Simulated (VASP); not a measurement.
A run of VASP 6.6.1 is set up as follows.

The input INCAR:

```
ALGO = Normal
EDIFF = 1E-6
ENCUT = 520
GGA = CA
ISIF = 2
ISMEAR = -1
LASPH = True
LCHARG = False
LREAL = False
LWAVE = False
NBANDS = 18
NELM = 60
PREC = Accurate
SIGMA = 0.1
```

File KPOINTS:

```
k-points
0
Gamma
  7 7 7
```

Contents of POSCAR:

```
ScZn
1.0
    3.2564884475      0.0000000000      0.0000000000
    0.0000000000      3.2564884475      0.0000000000
    0.0000000000      0.0000000000      3.2564884475
Sc Zn
1 1
Direct
    0.0000000000      0.0000000000      0.0000000000
    0.5000000000      0.5000000000      0.5000000000
```

Potentials or basis: VASP PAW LDA potentials, release 64 (Sc_sv, Zn).

Launch:

```sh
$ cat potpaw_LDA.64/Sc_sv/POTCAR potpaw_LDA.64/Zn/POTCAR > POTCAR
$ mpirun -np 1 vasp_std > vasp.out
```

(1) Estimate the pressure.

## Answers

(1) 0.3 GPa.
